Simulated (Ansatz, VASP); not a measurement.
This is a calculation of Ni for Ansatz 0.2.0.

The input input.yaml:

```yaml
crystal:
  lattice:
    - [0.0, 1.737572933, 1.737572933]
    - [1.737572933, 0.0, 1.737572933]
    - [1.737572933, 1.737572933, 0.0]
  atoms:
    - { symbol: Ni, position: [0.0, 0.0, 0.0], spin: 1.0 }
kpoints:
  mp_grid: { grid: [13, 13, 13] }
scf:
  occupations: { method: gaussian, width: 0.025 }
hamiltonian:
  xc: pbe
  pseudopotentials: { kind: all_electron, lapw: { basis_error: 0.001 } }
magnetization:
  spin_polarized: true
output:
  forces: true
  stress: true
  eigenvalues: true
```

Potentials or basis: all-electron LAPW, scalar-relativistic.

Launch:

```sh
$ ansatz run input.yaml --threads 2 --pin off --max-ram 6144MiB --backend cpu --events-out ev --progress --plain --runs-dir out
```

Task: Set up the same calculation for VASP 6.6.1. Potentials there: VASP PAW PBE potentials, release 64 (Ni).

Result: As run (the cutoff follows the program's own potentials):

Contents of INCAR:

```
SYSTEM = Ni
  PREC = Accurate
  ENCUT = 520
  EDIFF = 1E-7
  ISMEAR = 0
  SIGMA = 0.025
  LREAL = .FALSE.
  LASPH = .TRUE.
  NELM = 150
  ALGO = Normal
  ISIF = 2
  LWAVE = .FALSE.
  LCHARG = .FALSE.
  ISPIN = 2
  MAGMOM = 1
  LORBIT = 11
  LMAXMIX = 4
  GGA = PE
  NBANDS = 15
```

Contents of KPOINTS:

```
Automatic mesh
0
G
  13 13 13
  0 0 0
```

POSCAR

```
Ni
1.0
    0.0000000000      1.7375729330      1.7375729330
    1.7375729330      0.0000000000      1.7375729330
    1.7375729330      1.7375729330      0.0000000000
Ni
1
Direct
    0.0000000000      0.0000000000      0.0000000000
```

Potentials or basis: VASP PAW PBE potentials, release 64 (Ni).

Command:

```bash
$ cat potpaw_PBE.64/Ni/POTCAR > POTCAR
$ mpirun -np 1 vasp_std > vasp.out
```

Both were run:

|  | VASP | Ansatz | Ansatz less VASP |
| --- | --- | --- | --- |
| gap on the k mesh at the Fermi level (eV) | none | none | - |
| pressure (GPa) | 7.8 | 8.0 | +0.18 |
| net moment per atom (μB) | 0.62 | 0.64 | +0.017 |
| size of the moment on the site where the two differ most (μB) | 0.63 | 0.66 | +0.032 |

Site moments also hang on the region over which each program counts them. A gap of «none» marks a metal or a gap that the smearing closes. Ansatz ran all-electron here, and VASP with PAW potentials.
